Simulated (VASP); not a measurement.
# Zn6CO6F2 in VASP: a series of runs

Runs on Zn6CO6F2. Level: PBE. Tasks: single point.

All numbers are computed with VASP 6.6.1; they aren't measurements. Logs are shortened: lines on timing, memory, paths and dates and some standing lists are left out, and cuts for length are marked.

**1. The cell of the first run**

The cell holds a slab with vacuum, 15 atoms: a = 5.804 Å, b = 6.208 Å, c = 17.587 Å, α = 90.00°, β = 90.00°, γ = 117.87°.

**2. Single point, PBE**

The input, INCAR:

```
SYSTEM = Zn6CO6F2
  PREC = Accurate
  ENCUT = 520
  EDIFF = 1E-6
  ISMEAR = 0
  SIGMA = 0.02
  LREAL = Auto
  LASPH = .TRUE.
  NELM = 60
  ALGO = Normal
  ISIF = 2
  LWAVE = .FALSE.
  LCHARG = .FALSE.
  GGA = PE
  NBANDS = 76
```

The input, KPOINTS:

```
regular mesh
0
G
  2 2 1
  0 0 0
```

The input, POSCAR:

```
Zn6CO6F2
1.0
    5.8041020000      0.0000000000      0.0000000000
   -2.9020510000      5.4880210000      0.0000000000
    0.0000000000      0.0000000000     17.5870760000
Zn O C F
6 6 1 2
Direct
    0.3333333908      0.0000000000      0.0568599351
    0.3156248233      0.4756924217      0.0373068838
    0.8765247472      0.0168408612      0.1103815097
    0.8278418426      0.4848155647      0.0851068705
    0.1678630191      0.0828748651      0.2911526623
    0.3935506584      0.5063364371      0.1965504669
    0.1438780234      0.6649227472      0.0360912183
    0.1265043989      0.1432192042      0.0231039543
    0.6216792174      0.6503433569      0.1090400701
    0.6444397429      0.1580892274      0.1115193907
    0.1341201560      0.7293166334      0.2682125784
    0.1363064438      0.1685644060      0.1940360638
    0.3182973785      0.6877695985      0.2772415949
    0.2707165127      1.1433952239      0.3860408063
    0.4673557517      0.7762690777      0.3401228266
```

Potentials or basis: VASP PAW PBE potentials, release 64 (Zn, O, C, F).

The run is started by

```bash
> cat potpaw_PBE.64/Zn/POTCAR potpaw_PBE.64/O/POTCAR potpaw_PBE.64/C/POTCAR potpaw_PBE.64/F/POTCAR > POTCAR
> mpirun -np 1 vasp_std > vasp.out
```

OUTCAR:

```text
SYSTEM = Zn6CO6F2
   PREC = Accurate
   ENCUT = 520
   EDIFF = 1E-6
   ISMEAR = 0
   LREAL = Auto
   LASPH = .TRUE.
   NELM = 60
   ISIF = 2
   GGA = PE

 ion  position               nearest neighbor table
   1  0.333  0.000  0.057-  10 1.87   7 1.88   8 1.89   3 2.86   2 3.02
   2  0.316  0.476  0.037-   8 1.85   7 1.86   9 2.03   6 2.83   4 2.98   1 3.02
   3  0.877  0.017  0.110-  10 1.92  12 2.00   8 2.00   9 2.05   1 2.86
   4  0.828  0.485  0.085-   7 1.85  10 1.86   9 1.95   2 2.98
   5  0.168  0.083  0.291-  14 1.75  12 1.82  11 2.15   6 2.86
   6  0.394  0.506  0.197-  12 1.92   9 1.95  13 1.98   2 2.83   5 2.86
   7  0.144  0.665  0.036-   4 1.85   2 1.86   1 1.88
   8  0.127  0.143  0.023-   2 1.85   1 1.89   3 2.00
   9  0.622  0.650  0.109-   6 1.95   4 1.95   2 2.03   3 2.05
  10  0.644  0.158  0.112-   4 1.86   1 1.87   3 1.92
  11  0.134  0.729  0.268-  13 1.22   5 2.15
  12  0.136  0.169  0.194-   5 1.82   6 1.92   3 2.00
  13  0.318  0.688  0.277-  11 1.22  15 1.35   6 1.98
  14  0.271  0.143  0.386-   5 1.75
  15  0.467  0.776  0.340-  13 1.35

  LATTYP: Found a base centered orthorhombic cell.
 ALAT       =     5.8041020000
 B/A-ratio  =     1.8910835819
 C/A-ratio  =     3.0301114625

  Lattice vectors:

 A1 = (   2.9020510000,  -5.4880210000,   0.0000000000)
 A2 = (   2.9020510000,   5.4880210000,   0.0000000000)
 A3 = (   0.0000000000,   0.0000000000,  17.5870760000)

Analysis of symmetry for initial positions (statically):
=====================================================================
 Subroutine PRICEL returns:
 Original cell was already a primitive cell.

 Routine SETGRP: Setting up the symmetry group for a
 base centered orthorhombic supercell.

 Subroutine GETGRP returns: Found  1 space group operations
 (whereof  1 operations were pure point group operations)
 out of a pool of  8 trial point group operations.

The static configuration has the point symmetry C_1 .

Analysis of symmetry for dynamics (positions and initial velocities):
=====================================================================
 Subroutine PRICEL returns:
 Original cell was already a primitive cell.

 Routine SETGRP: Setting up the symmetry group for a
 base centered orthorhombic supercell.

 Subroutine GETGRP returns: Found  1 space group operations
 (whereof  1 operations were pure point group operations)
 out of a pool of  8 trial point group operations.

The dynamic configuration has the point symmetry C_1 .

 Subroutine INISYM returns: Found  1 space group operations
 (whereof  1 operations are pure point group operations),
 and found     1 'primitive' translations

----------------------------------------------------------------------------------------

                                     Primitive cell

  volume of cell :     560.2017

  direct lattice vectors                    reciprocal lattice vectors
     5.804102000  0.000000000  0.000000000     0.172291941  0.091107523  0.000000000
    -2.902051000  5.488021000  0.000000000     0.000000000  0.182215046  0.000000000
     0.000000000  0.000000000 17.587076000     0.000000000  0.000000000  0.056859935

  length of vectors
     5.804102000  6.208081387 17.587076000     0.194897649  0.182215046  0.056859935

  position of ions in fractional coordinates (direct lattice)
     0.333333391  0.000000000  0.056859935
     0.315624823  0.475692422  0.037306884
     0.876524747  0.016840861  0.110381510
     0.827841843  0.484815565  0.085106870
     0.167863019  0.082874865  0.291152662
     0.393550658  0.506336437  0.196550467
     0.143878023  0.664922747  0.036091218
     0.126504399  0.143219204  0.023103954
     0.621679217  0.650343357  0.109040070
     0.644439743  0.158089227  0.111519391
     0.134120156  0.729316633  0.268212578
     0.136306444  0.168564406  0.194036064
     0.318297378  0.687769598  0.277241595
     0.270716513  0.143395224  0.386040806
     0.467355752  0.776269078  0.340122827

  ion indices of the primitive-cell ions
   primitive index   ion index
                 1           1
                 2           2
                 3           3
                 4           4
                 5           5
                 6           6
                 7           7
                 8           8
                 9           9
                10          10
                11          11
                12          12
                13          13
                14          14
                15          15

----------------------------------------------------------------------------------------

 KPOINTS: regular mesh

Automatic generation of k-mesh.
 Grid dimensions read from file:
 generate k-points for:    2    2    1

 Generating k-lattice:

  Cartesian coordinates                     Fractional coordinates (reciprocal lattice)
     0.086145971  0.045553762  0.000000000     0.500000000  0.000000000  0.000000000
     0.000000000  0.091107523  0.000000000     0.000000000  0.500000000  0.000000000
     0.000000000  0.000000000  0.056859935     0.000000000  0.000000000  1.000000000

  Length of vectors
     0.097448825  0.091107523  0.056859935

  Shift w.r.t. Gamma in fractional coordinates (k-lattice)
     0.000000000  0.000000000  0.000000000

 Subroutine IBZKPT returns following result:
 ===========================================

 Found      4 irreducible k-points:

 Following reciprocal coordinates:
            Coordinates               Weight
  0.000000  0.000000  0.000000      1.000000
  0.500000 -0.000000  0.000000      1.000000
  0.500000  0.500000  0.000000      1.000000
  0.000000  0.500000  0.000000      1.000000
   k-points           NKPTS =      4   k-points in BZ     NKDIM =      4   number of bands    NBANDS=     76
   number of dos      NEDOS =    301   number of ions     NIONS =     15
   total plane-waves  NPLWV = 322560
   dimension x,y,z NGX =    48 NGY =   48 NGZ =  140
   dimension x,y,z NGXF=    96 NGYF=   96 NGZF=  280
   ions per type =               6   6   1   2
   NGX,Y,Z   is equivalent  to a cutoff of  13.75, 12.85, 13.23 a.u.
   NGXF,Y,Z  is equivalent  to a cutoff of  27.50, 25.71, 26.47 a.u.
 SYSTEM =  Zn6CO6F2
   PREC   = accura    normal or accurate (medium, high low for compatibility)
   ISTART =      0    job   : 0-new  1-cont  2-samecut
   ICHARG =      2    charge: 1-file 2-atom 10-const
   ISPIN  =      1    spin polarized calculation?
   LNONCOLLINEAR =      F non collinear calculations
   LSORBIT =      F    spin-orbit coupling
   LASPH  =      T    aspherical Exc in radial PAW
   ENCUT  =  520.0 eV  38.22 Ry    6.18 a.u.  10.79 11.54 32.70*2*pi/ulx,y,z
   NELM   =     60;   NELMIN=  2; NELMDL= -5     # of ELM steps
   EDIFF  = 0.1E-05   stopping-criterion for ELM
   LREAL  =      T    real-space projection
   EDIFFG = 0.1E-04   stopping-criterion for IOM
   NSW    =      0    number of steps for IOM
   IBRION =     -1    ionic relax: 0-MD 1-quasi-New 2-CG
   NFREE  =      0    steps in history (QN), initial steepest desc. (CG)
   ISIF   =      2    stress and relaxation
   ISYM   =      2    0-nonsym 1-usesym 2-fastsym
   POTIM  = 0.5000    time-step for ionic-motion
   TEBEG  =    0.0;   TEEND  =   0.0 temperature during run
   PSTRESS=    0.0 pullay stress
   NELECT =     126.0000    total number of electrons
   NUPDOWN=      -1.0000    fix difference up-down
   EMIN   =  10.00;   EMAX   =-10.00  energy-range for DOS
   EFERMI =   0.00;   METHOD = LEGACY
   ISMEAR =     0;   SIGMA  =   0.02  broadening in eV -4-tet -1-fermi 0-gaus
   EFERMI_NEDOS =   21; number of points for ismear=-14 and -15
   IALGO  =     38    algorithm
   IMIX   =      4    mixing-type and parameters
     AMIX     =   0.40;   BMIX     =  1.00
     AMIX_MAG =   1.60;   BMIX_MAG =  1.00
  volume/ion in A,a.u.               =      37.35       252.03
  Fermi-wavevector in a.u.,A,eV,Ry     =   0.995597  1.881405 13.486274  0.991213
  Thomas-Fermi vector in A             =   2.127628
   LORBIT       =      0    0 simple, 1 ext, 2 COOP (PROOUT), +10 PAW based schemes
   GGA     = PE    functional components
   LHFCALC =     F    Hartree Fock is set to
   AEXX    =    0.0000 exact exchange contribution
   IVDW    =     0    specifies the selected vdW correction
   LEPSILON=     F    determine dielectric tensor
   LRPA    =     F    only Hartree local field effects (RPA)
 non-spin polarized calculation
 Gauss-broadening in eV      SIGMA  =   0.02
  energy-cutoff  :      520.00
  volume of cell :      560.20
 maximum number of plane-waves:     15095
 NGX is ok and might be reduce to    48
   NGX = 21   NGY = 23   NGZ = 65

 number of electron     126.0000011 magnetization

 Free energy of the ion-electron system (eV)
  ---------------------------------------------------
  ext. energy  EPLUGINS =         0.00000000
  ---------------------------------------------------
  free energy    TOTEN  =       -66.27515995 eV

  energy without entropy =      -66.27515995  energy(sigma->0) =      -66.27515995

 E-fermi :  -4.0973     XC(G=0):  -4.2443

 val. band max:       -4.1869024245   @ k =   0.0000   0.0000   0.0000
 cond. band min:      -2.5852656471   @ k =   0.0000   0.0000   0.0000
 fundamental gap:      1.6016367774
 Fermi energy:        -4.0973102178

 k-point     1 :       0.0000    0.0000    0.0000
  band No.  band energies     occupation
      1     -29.8222      2.00000
      2     -25.7945      2.00000
      3     -25.0012      2.00000
      4     -22.2143      2.00000
      5     -21.6767      2.00000
      6     -21.4307      2.00000
[... 67 lines left out ...]
     74       2.8025      0.00000
     75       2.9126      0.00000
[... 232 lines left out ...]
     74       2.9866      0.00000
     75       3.2276      0.00000
 [bands above 75 left out]

------------------------ aborting loop because EDIFF is reached ----------------------------------------

  FORCE on cell =-STRESS in cart. coord.  units (eV):
  Direction    XX          YY          ZZ          XY          YZ          ZX
  --------------------------------------------------------------------------------------
  -------------------------------------------------------------------------------------
  Total        6.3785797      5.9018474      1.5479330     -3.8194804      0.3119248      0.0558052
  in kB       18.2427424     16.8792879      4.4270895    -10.9237167      0.8921053      0.1596028
  external PRESSURE =      13.1830400 kB  Pullay stress =       0.0000000 kB

 VOLUME and BASIS-vectors are now :
 -----------------------------------------------------------------------------
  energy-cutoff  :      520.00
  volume of cell :      560.20
      direct lattice vectors                 reciprocal lattice vectors
     5.804102000  0.000000000  0.000000000     0.172291941  0.091107523  0.000000000
    -2.902051000  5.488021000  0.000000000     0.000000000  0.182215046  0.000000000
     0.000000000  0.000000000 17.587076000     0.000000000  0.000000000  0.056859935

 POSITION                                       TOTAL-FORCE (eV/Angst)
 -----------------------------------------------------------------------------------
      1.93470      0.00000      1.00000         0.070647      0.065604      0.067888
      0.45144      2.61061      0.65612         0.098814      0.042758     -0.014970
      5.03857      0.09242      1.94129         0.016509     -0.091807      0.020532
      3.39792      2.66068      1.49678        -0.025587      0.045251     -0.028487
      0.73379      0.45482      5.12052        -0.118684     -0.204749     -0.076663
      0.81479      2.77878      3.45675         0.005623      0.057377      0.068495
     -1.09456      3.64911      0.63474        -0.065723      0.065251     -0.091865
      0.31861      0.78599      0.40633        -0.024737     -0.101735     -0.119521
      1.72096      3.56910      1.91770        -0.005233      0.036317     -0.013480
      3.28161      0.86760      1.96130        -0.051154     -0.042381      0.033816
     -1.33807      4.00250      4.71708        -0.393232      0.118724      0.047473
      0.30195      0.92508      3.41253        -0.013036     -0.060444     -0.169093
     -0.14851      3.77449      4.87587         0.395647     -0.275559     -0.385306
      1.15513      0.78696      6.78933         0.007636      0.130219      0.417119
      0.45981      4.26018      5.98177         0.102508      0.215175      0.244062
 -----------------------------------------------------------------------------------
    total drift:                                0.012111     -0.000401      0.011219

  FREE ENERGIE OF THE ION-ELECTRON SYSTEM (eV)
  ---------------------------------------------------
  free  energy   TOTEN  =       -66.2751599545 eV

  energy  without entropy=      -66.2751599545  energy(sigma->0) =      -66.27515995
```

Wall time 3.8 min (1 thread of Intel Xeon 6975P-C (Granite Rapids), shared host); peak memory 0.71 GiB.

What came out:

```
Free energy            : -66.2752 eV
Largest force          : 0.617 eV/Å
Band gap on the k mesh : 1.60 eV
```

Forces on the atoms (eV/Å):
```
Zn   0.071  0.066  0.068
Zn   0.099  0.043 -0.015
Zn   0.017 -0.092  0.021
Zn  -0.026  0.045 -0.028
Zn  -0.119 -0.205 -0.077
Zn   0.006  0.057  0.068
O   -0.066  0.065 -0.092
O   -0.025 -0.102 -0.120
O   -0.005  0.036 -0.013
O   -0.051 -0.042  0.034
O   -0.393  0.119  0.047
O   -0.013 -0.060 -0.169
C    0.396 -0.276 -0.385
F    0.008  0.130  0.417
F    0.103  0.215  0.244
```

Levels at points of the mesh, in eV from the valence-band top:
| k point | band 60 | band 61 | band 62 | band 63 | band 64 | band 65 | band 66 | band 67 |
| --- | --- | --- | --- | --- | --- | --- | --- | --- |
| (0.00, 0.00, 0.00) | -1.07 | -0.60 | -0.54 | 0.00 | 1.60 | 3.06 | 3.89 | 4.34 |
| (0.50, 0.00, 0.00) | -0.80 | -0.58 | -0.56 | -0.46 | 2.88 | 3.38 | 3.69 | 4.42 |
| (0.50, 0.50, 0.00) | -1.05 | -0.86 | -0.66 | -0.51 | 2.96 | 3.10 | 3.80 | 3.96 |
| (0.00, 0.50, 0.00) | -0.93 | -0.85 | -0.63 | -0.46 | 2.93 | 3.12 | 3.75 | 4.17 |

Caveat: the k points lie up to 0.61 Å⁻¹ apart.

**3. Single point, PBE**

The input, INCAR:

```
PREC = Accurate ; ENCUT = 520
EDIFF = 1E-6 ; ISMEAR = 0
SIGMA = 0.02 ; LREAL = Auto
LASPH = True ; NELM = 100
ALGO = Normal ; ISIF = 2
LWAVE = False ; LCHARG = False
GGA = PE ; NBANDS = 76
```

The input, KPOINTS:

```
regular mesh
0
Gamma
  2 2 1
```

The input, POSCAR:

```
Zn6CO6F2
1.0
    5.8041020000      0.0000000000      0.0000000000
   -2.9020510000      5.4880210000      0.0000000000
    0.0000000000      0.0000000000     17.5870760000
Zn O C F
6 6 1 2
Direct
    0.3333333908      0.0000000000      0.0568599351
    0.3251154893      0.4741661885      0.0448597027
    0.8874498513      0.0310392398      0.1019179084
    0.8183781702      0.4861245976      0.0946818562
    0.0966523686      0.0286015669      0.2679645553
    0.4004809697      0.5542243734      0.2044914686
    0.1501488620      0.6600036698      0.0537945023
    0.1413807900      0.1496643326      0.0156360841
    0.6314339024      0.6686056777      0.1145167053
    0.6445019125      0.1539152274      0.1105272417
    0.3641971624      0.9138352422      0.3023444034
    0.1684811574      0.2173513913      0.1828533066
    0.3701265914      0.7213055489      0.2964184609
   -0.1594869250      0.8051266568      0.3241970979
    0.3406925416      0.5950864620      0.3620981680
```

Potentials or basis: VASP PAW PBE potentials, release 64 (Zn, O, C, F).

The run is started by

```bash
> cat potpaw_PBE.64/Zn/POTCAR potpaw_PBE.64/O/POTCAR potpaw_PBE.64/C/POTCAR potpaw_PBE.64/F/POTCAR > POTCAR
> mpirun -np 1 vasp_std > vasp.out
```

Wall time 3.9 min (1 thread of Intel Xeon 6975P-C (Granite Rapids), shared host); peak memory 0.72 GiB.

Results (log left out):

| Property | Result |
| --- | --- |
| Free energy | -66.3626 eV |
| Largest force | 0.538 eV/Å |
| Band gap on the k mesh | 1.63 eV |

Forces on the atoms (eV/Å):
```
Zn  -0.057  0.100 -0.046
Zn   0.104 -0.014  0.008
Zn   0.069 -0.081 -0.056
Zn  -0.003  0.071 -0.003
Zn   0.152  0.100 -0.136
Zn   0.071  0.126  0.069
O   -0.161  0.030 -0.032
O   -0.009 -0.097 -0.088
O    0.130  0.076 -0.004
O   -0.014  0.039  0.065
O   -0.167  0.506  0.079
O   -0.010 -0.131  0.019
C    0.136 -0.134 -0.261
F   -0.201 -0.297  0.097
F   -0.041 -0.293  0.288
```

Levels at points of the mesh, in eV from the valence-band top:
```tsv
k point	band 60	band 61	band 62	band 63	band 64	band 65	band 66	band 67
(0.00, 0.00, 0.00)	-0.95	-0.54	-0.38	0.00	1.63	3.35	3.79	4.55
(0.50, 0.00, 0.00)	-0.66	-0.60	-0.52	-0.38	3.23	3.48	3.82	4.43
(0.50, 0.50, 0.00)	-0.94	-0.73	-0.52	-0.49	3.06	3.36	3.93	4.09
(0.00, 0.50, 0.00)	-0.97	-0.77	-0.54	-0.40	3.08	3.27	3.79	4.31
```

Caveat: the k points lie up to 0.61 Å⁻¹ apart.
